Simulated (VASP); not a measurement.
# Sc in VASP: single point with PBE

Aim: the single point of Sc with PBE.

Everything below comes from runs of VASP 6.6.1. Logs are shortened: lines on timing, memory, paths and dates and some standing lists are left out, and cuts for length are marked.

### 1 The cell of the first run

The cell holds a slab with vacuum, 8 atoms: a = 3.309 Å, b = 5.268 Å, c = 30.507 Å, α = 90.00°, β = 90.00°, γ = 90.00°.

### 2 Single point, PBE

Contents of INCAR:

```
PREC = Accurate ; ENCUT = 520
EDIFF = 1E-6 ; ISMEAR = 0
SIGMA = 0.1 ; LREAL = False
LASPH = True ; NELM = 80
ALGO = Normal ; ISIF = 2
LWAVE = False ; LCHARG = True
LDIPOL = True ; IDIPOL = 3
DIPOL = 0.5 0.5 0.499 ; GGA = PE
LELF = True ; LVHAR = True
LVACPOTAV = True ; NBANDS = 54
```

Contents of KPOINTS:

```
Automatic mesh
0
Gamma
  8 5 1
```

Contents of POSCAR:

```
Sc
1.0
    3.3087979000      0.0000000000      0.0000000000
    0.0000000000      5.2680000000      0.0000000000
    0.0000000000      0.0000000000     30.5068446311
Sc
8
Direct
    0.0000000000      0.2500000000      0.3277952906
    0.0000000000      0.7500000000      0.3904151866
    0.5000000000      0.2500000000      0.4217251346
    0.5000000000      0.7500000000      0.4843450307
    0.0000000000      0.2500000000      0.5159502587
    0.0000000000      0.7500000000      0.5789695378
    0.5000000000      0.2500000000      0.6095394553
    0.5000000000      0.7500000000      0.6656380860
```

Potentials or basis: VASP PAW PBE potentials, release 64 (Sc_sv).

Launch:

```bash
$ cat potpaw_PBE.64/Sc_sv/POTCAR > POTCAR
$ mpirun -np 1 vasp_std > vasp.out
```

OUTCAR:

```text
PREC = Accurate
   ENCUT = 520
   EDIFF = 1E-6
   ISMEAR = 0
   LREAL = False
   LASPH = True
   NELM = 80
   ISIF = 2
   GGA = PE

 ion  position               nearest neighbor table
   1  0.000  0.250  0.328-   2 3.25   2 3.25   3 3.31   3 3.31
   2  0.000  0.750  0.390-   3 3.25   3 3.25   3 3.25   3 3.25   1 3.25   1 3.25   4 3.31   4 3.31

   3  0.500  0.250  0.422-   2 3.25   2 3.25   2 3.25   2 3.25   4 3.25   4 3.25   1 3.31   1 3.31
                             5 3.32   5 3.32
   4  0.500  0.750  0.484-   3 3.25   3 3.25   5 3.26   5 3.26   5 3.26   5 3.26   2 3.31   2 3.31
                             6 3.33   6 3.33
   5  0.000  0.250  0.516-   4 3.26   4 3.26   4 3.26   4 3.26   6 3.26   6 3.26   7 3.30   7 3.30
                             3 3.32   3 3.32
   6  0.000  0.750  0.579-   8 3.12   8 3.12   7 3.25   7 3.25   7 3.25   7 3.25   5 3.26   5 3.26
                             4 3.33   4 3.33
   7  0.500  0.250  0.610-   8 3.14   8 3.14   6 3.25   6 3.25   6 3.25   6 3.25   5 3.30   5 3.30

   8  0.500  0.750  0.666-   6 3.12   6 3.12   7 3.14   7 3.14

  LATTYP: Found a simple orthorhombic cell.
 ALAT       =     3.3087979000
 B/A-ratio  =     1.5921189989
 C/A-ratio  =     9.2199177928

  Lattice vectors:

 A1 = (   3.3087979000,   0.0000000000,   0.0000000000)
 A2 = (   0.0000000000,   5.2680000000,   0.0000000000)
 A3 = (   0.0000000000,   0.0000000000,  30.5068446311)

Analysis of symmetry for initial positions (statically):
=====================================================================
 Subroutine PRICEL returns:
 Original cell was already a primitive cell.

 Routine SETGRP: Setting up the symmetry group for a
 simple orthorhombic supercell.

 Subroutine GETGRP returns: Found  4 space group operations
 (whereof  2 operations were pure point group operations)
 out of a pool of  8 trial point group operations.

The static configuration has the point symmetry C_1h.
 The point group associated with its full space group is C_2v.

Analysis of symmetry for dynamics (positions and initial velocities):
=====================================================================
 Subroutine PRICEL returns:
 Original cell was already a primitive cell.

 Routine SETGRP: Setting up the symmetry group for a
 simple orthorhombic supercell.

 Subroutine GETGRP returns: Found  4 space group operations
 (whereof  2 operations were pure point group operations)
 out of a pool of  8 trial point group operations.

The dynamic configuration has the point symmetry C_1h.
 The point group associated with its full space group is C_2v.

 Subroutine INISYM returns: Found  4 space group operations
 (whereof  2 operations are pure point group operations),
 and found     1 'primitive' translations

----------------------------------------------------------------------------------------

                                     Primitive cell

  volume of cell :     531.7571

  direct lattice vectors                    reciprocal lattice vectors
     3.308797900  0.000000000  0.000000000     0.302224563  0.000000000  0.000000000
     0.000000000  5.268000000  0.000000000     0.000000000  0.189825361  0.000000000
     0.000000000  0.000000000 30.506844631     0.000000000  0.000000000  0.032779529

  length of vectors
     3.308797900  5.268000000 30.506844631     0.302224563  0.189825361  0.032779529

  position of ions in fractional coordinates (direct lattice)
     0.000000000  0.250000000  0.327795291
     0.000000000  0.750000000  0.390415187
     0.500000000  0.250000000  0.421725135
     0.500000000  0.750000000  0.484345031
     0.000000000  0.250000000  0.515950259
     0.000000000  0.750000000  0.578969538
     0.500000000  0.250000000  0.609539455
     0.500000000  0.750000000  0.665638086

  ion indices of the primitive-cell ions
   primitive index   ion index
                 1           1
                 2           2
                 3           3
                 4           4
                 5           5
                 6           6
                 7           7
                 8           8

----------------------------------------------------------------------------------------

 KPOINTS: Automatic mesh

Automatic generation of k-mesh.
 Grid dimensions read from file:
 generate k-points for:    8    5    1

 Generating k-lattice:

  Cartesian coordinates                     Fractional coordinates (reciprocal lattice)
     0.037778070  0.000000000  0.000000000     0.125000000  0.000000000  0.000000000
     0.000000000  0.037965072  0.000000000     0.000000000  0.200000000  0.000000000
     0.000000000  0.000000000  0.032779529     0.000000000  0.000000000  1.000000000

  Length of vectors
     0.037778070  0.037965072  0.032779529

  Shift w.r.t. Gamma in fractional coordinates (k-lattice)
     0.000000000  0.000000000  0.000000000

 Subroutine IBZKPT returns following result:
 ===========================================

 Found     15 irreducible k-points:

 Following reciprocal coordinates:
            Coordinates               Weight
  0.000000  0.000000  0.000000      1.000000
  0.125000  0.000000  0.000000      2.000000
  0.250000  0.000000  0.000000      2.000000
  0.375000  0.000000  0.000000      2.000000
  0.500000  0.000000  0.000000      1.000000
  0.000000  0.200000  0.000000      2.000000
  0.125000  0.200000  0.000000      4.000000
  0.250000  0.200000  0.000000      4.000000
  0.375000  0.200000  0.000000      4.000000
  0.500000  0.200000  0.000000      2.000000
  0.000000  0.400000  0.000000      2.000000
  0.125000  0.400000  0.000000      4.000000
  0.250000  0.400000  0.000000      4.000000
  0.375000  0.400000  0.000000      4.000000
  0.500000  0.400000  0.000000      2.000000
   k-points           NKPTS =     15   k-points in BZ     NKDIM =     15   number of bands    NBANDS=     54
   number of dos      NEDOS =    301   number of ions     NIONS =      8
   total plane-waves  NPLWV = 268800
   dimension x,y,z NGX =    28 NGY =   40 NGZ =  240
   dimension x,y,z NGXF=    56 NGYF=   80 NGZF=  480
   ions per type =               8
   NGX,Y,Z   is equivalent  to a cutoff of  14.07, 12.62, 13.08 a.u.
   NGXF,Y,Z  is equivalent  to a cutoff of  28.14, 25.25, 26.16 a.u.
 SYSTEM =  unknown system
   PREC   = accura    normal or accurate (medium, high low for compatibility)
   ISTART =      0    job   : 0-new  1-cont  2-samecut
   ICHARG =      2    charge: 1-file 2-atom 10-const
   ISPIN  =      1    spin polarized calculation?
   LNONCOLLINEAR =      F non collinear calculations
   LSORBIT =      F    spin-orbit coupling
   LASPH  =      T    aspherical Exc in radial PAW
   ENCUT  =  520.0 eV  38.22 Ry    6.18 a.u.   6.15  9.79 56.72*2*pi/ulx,y,z
   NELM   =     80;   NELMIN=  2; NELMDL= -5     # of ELM steps
   EDIFF  = 0.1E-05   stopping-criterion for ELM
   LREAL  =      F    real-space projection
   EDIFFG = 0.1E-04   stopping-criterion for IOM
   NSW    =      0    number of steps for IOM
   IBRION =     -1    ionic relax: 0-MD 1-quasi-New 2-CG
   NFREE  =      0    steps in history (QN), initial steepest desc. (CG)
   ISIF   =      2    stress and relaxation
   ISYM   =      2    0-nonsym 1-usesym 2-fastsym
   POTIM  = 0.5000    time-step for ionic-motion
   TEBEG  =    0.0;   TEEND  =   0.0 temperature during run
   PSTRESS=    0.0 pullay stress
   NELECT =      88.0000    total number of electrons
   NUPDOWN=      -1.0000    fix difference up-down
   EMIN   =  10.00;   EMAX   =-10.00  energy-range for DOS
   EFERMI =   0.00;   METHOD = LEGACY
   ISMEAR =     0;   SIGMA  =   0.10  broadening in eV -4-tet -1-fermi 0-gaus
   EFERMI_NEDOS =   21; number of points for ismear=-14 and -15
   IALGO  =     38    algorithm
   IMIX   =      4    mixing-type and parameters
     AMIX     =   0.40;   BMIX     =  1.00
     AMIX_MAG =   1.60;   BMIX_MAG =  1.00
  volume/ion in A,a.u.               =      66.47       448.56
  Fermi-wavevector in a.u.,A,eV,Ry     =   0.898803  1.698492 10.991429  0.807847
  Thomas-Fermi vector in A             =   2.021558
   LORBIT       =      0    0 simple, 1 ext, 2 COOP (PROOUT), +10 PAW based schemes
   GGA     = PE    functional components
   LHFCALC =     F    Hartree Fock is set to
   AEXX    =    0.0000 exact exchange contribution
   IVDW    =     0    specifies the selected vdW correction
   LEPSILON=     F    determine dielectric tensor
   LRPA    =     F    only Hartree local field effects (RPA)
 non-spin polarized calculation
 Gauss-broadening in eV      SIGMA  =   0.10
  energy-cutoff  :      520.00
  volume of cell :      531.76
 maximum number of plane-waves:     14377
 NGX is ok and might be reduce to    28
   NGX = 13   NGY = 19   NGZ =113

 dipolmoment           0.000000      0.000000     -0.024454 electrons x Angstroem

 number of electron      88.0000003 magnetization

 dipolmoment           0.000000      0.000000      0.001737 electrons x Angstroem

 Free energy of the ion-electron system (eV)
  ---------------------------------------------------
  ext. energy  EPLUGINS =         0.00000000
  ---------------------------------------------------
  free energy    TOTEN  =       -46.61210390 eV

  energy without entropy =      -46.49486670  energy(sigma->0) =      -46.55348530

 E-fermi :  -0.4129     XC(G=0):  -4.4702

 val. band max:       -0.4174191986   @ k =   0.0000   0.2000   0.0000
 cond. band min:      -0.4122780857   @ k =   0.0000   0.4000   0.0000
 fundamental gap:      0.0051411130
 Fermi energy:        -0.4129375400

 k-point     1 :       0.0000    0.0000    0.0000
  band No.  band energies     occupation
      1     -50.7599      2.00000
      2     -50.5518      2.00000
      3     -50.0348      2.00000
      4     -49.9590      2.00000
      5     -49.8550      2.00000
      6     -49.8120      2.00000
[... 46 lines left out ...]
     53       1.0539      0.00000
     54       1.1436      0.00000

 k-point     2 :       0.1250    0.0000    0.0000
  band No.  band energies     occupation
      1     -50.7576      2.00000
      2     -50.5494      2.00000
      3     -50.0322      2.00000
      4     -49.9563      2.00000
      5     -49.8510      2.00000
      6     -49.8112      2.00000
[... 46 lines left out ...]
     53       0.8816      0.00000
     54       0.9272      0.00000

 k-point     3 :       0.2500    0.0000    0.0000
  band No.  band energies     occupation
      1     -50.7519      2.00000
      2     -50.5435      2.00000
      3     -50.0258      2.00000
      4     -49.9499      2.00000
      5     -49.8409      2.00000
      6     -49.8098      2.00000
[... 46 lines left out ...]
     53       0.7964      0.00000
     54       0.8567      0.00000
[... 571 lines left out ...]
 k-point    14 :       0.3750    0.4000    0.0000
  band No.  band energies     occupation
      1     -50.7461      2.00000
      2     -50.5373      2.00000
      3     -50.0193      2.00000
      4     -49.9436      2.00000
      5     -49.8232      2.00000
      6     -49.8145      2.00000
[... 46 lines left out ...]
     53       0.5720      0.00000
     54       0.7242      0.00000

 k-point    15 :       0.5000    0.4000    0.0000
  band No.  band energies     occupation
      1     -50.7438      2.00000
      2     -50.5349      2.00000
      3     -50.0168      2.00000
      4     -49.9411      2.00000
      5     -49.8200      2.00000
      6     -49.8129      2.00000
[... 46 lines left out ...]
     53       0.6280      0.00000
     54       0.6428      0.00000

------------------------ aborting loop because EDIFF is reached ----------------------------------------

  FORCE on cell =-STRESS in cart. coord.  units (eV):
  Direction    XX          YY          ZZ          XY          YZ          ZX
  --------------------------------------------------------------------------------------
  -------------------------------------------------------------------------------------
  Total       -3.7076744     -3.3804019     -1.6538819      0.0000000      0.0000000      0.0000000
  in kB      -11.1711753    -10.1851075     -4.9831250      0.0000000      0.0000000      0.0000000
  external PRESSURE =      -8.7798026 kB  Pullay stress =       0.0000000 kB

 VOLUME and BASIS-vectors are now :
 -----------------------------------------------------------------------------
  energy-cutoff  :      520.00
  volume of cell :      531.76
      direct lattice vectors                 reciprocal lattice vectors
     3.308797900  0.000000000  0.000000000     0.302224563  0.000000000  0.000000000
     0.000000000  5.268000000  0.000000000     0.000000000  0.189825361  0.000000000
     0.000000000  0.000000000 30.506844631     0.000000000  0.000000000  0.032779529

 POSITION                                       TOTAL-FORCE (eV/Angst)
 -----------------------------------------------------------------------------------
      0.00000      1.31700     10.00000         0.000000      0.000000      0.575595
      0.00000      3.95100     11.91034         0.000000      0.000000     -0.107450
      1.65440      1.31700     12.86550         0.000000      0.000000     -0.399400
      1.65440      3.95100     14.77584         0.000000      0.000000     -0.098804
      0.00000      1.31700     15.74001         0.000000      0.000000      0.027901
      0.00000      3.95100     17.66253         0.000000      0.000000     -0.015247
      1.65440      1.31700     18.59513         0.000000      0.000000     -0.013855
      1.65440      3.95100     20.30652         0.000000      0.000000      0.031260
 -----------------------------------------------------------------------------------
    total drift:                                0.000000      0.000000     -0.000123

  FREE ENERGIE OF THE ION-ELECTRON SYSTEM (eV)
  ---------------------------------------------------
  free  energy   TOTEN  =       -46.6121039001 eV

  energy  without entropy=      -46.4948667022  energy(sigma->0) =      -46.55348530

 vacuum level on the upper side and lower side of the slab         2.558         2.540
```

Run time: 19 min. Hardware: 1 thread of AMD EPYC 7R43 (Zen 3), shared host; peak memory 0.71 GiB.

What came out:

```
Free energy            : -46.6121 eV
Largest force          : 0.576 eV/Å
Band gap on the k mesh : zero (bands 44 and 45 overlap by 0.39 eV)
```

Forces in eV/Å, atoms in the order of the input:
```
Sc   0.000  0.000  0.576
Sc   0.000  0.000 -0.107
Sc   0.000  0.000 -0.399
Sc   0.000  0.000 -0.099
Sc   0.000  0.000  0.028
Sc   0.000  0.000 -0.015
Sc   0.000  0.000 -0.014
Sc   0.000  0.000  0.031
```

Levels at points of the mesh, in eV from the Fermi level:
| k point | band 41 | band 42 | band 43 | band 44 | band 45 | band 46 | band 47 | band 48 | band 49 | band 50 |
| --- | --- | --- | --- | --- | --- | --- | --- | --- | --- | --- |
| (0.00, 0.00, 0.00) | -0.56 | -0.28 | -0.12 | -0.08 | -0.02 | 0.02 | 0.28 | 0.50 | 0.60 | 0.75 |
| (0.50, 0.00, 0.00) | -0.49 | -0.43 | -0.40 | -0.39 | -0.29 | -0.26 | 0.32 | 0.37 | 0.51 | 0.55 |
